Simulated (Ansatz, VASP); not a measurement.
AlCu: VASP beside Ansatz

```
Al Cu
1.0
     2.99751    0.00000    0.00000
     0.00000    2.99751    0.00000
     0.00000    0.00000    2.99751
Al Cu
1 1
Direct
  0.85405 0.00000 0.00000
  0.50000 0.50000 0.50000
```

Change from the starting cell: all Al atoms moved +0.438 Å, as atom 1 towards its neighbour atom 1 (Al) at 2.998 Å.

Alike in both runs: task single point; functional r2SCAN; k mesh 16 × 16 × 16; occupations gaussian, width 0.15 eV; no spin polarisation.

|  | VASP | Ansatz |
| --- | --- | --- |
| version | VASP 6.6.1 | Ansatz 0.2.0 |
| potentials or method | VASP PAW PBE potentials, release 64 (Al, Cu), cutoff 520 eV | scalar-relativistic, plane waves, PAW |
| valence electrons in the cell | 14 | 22 |

Ansatz gave:

```
gap on the k mesh at the Fermi level (eV)                     : none
pressure (GPa)                                                : 3.6
traceless stress, the component that is largest in VASP (GPa) : -4.47
rms of the force components (eV/Å)                            : 0.988
```

Task: Which values does VASP return?

Result: gap on the k mesh at the Fermi level (eV): none; pressure (GPa): 3.5; traceless stress, the component that is largest in VASP (GPa): -4.48; rms of the force components (eV/Å): 0.986.

VASP's potentials were made for PBE, not for r2SCAN. Atom by atom the forces differ by 0.001 eV/Å (rms over components). A gap of «none» marks a metal or a gap that the smearing closes. VASP's potentials hold 14 valence electrons a cell and Ansatz's 22, so a difference there can come from the potentials and not from the codes.
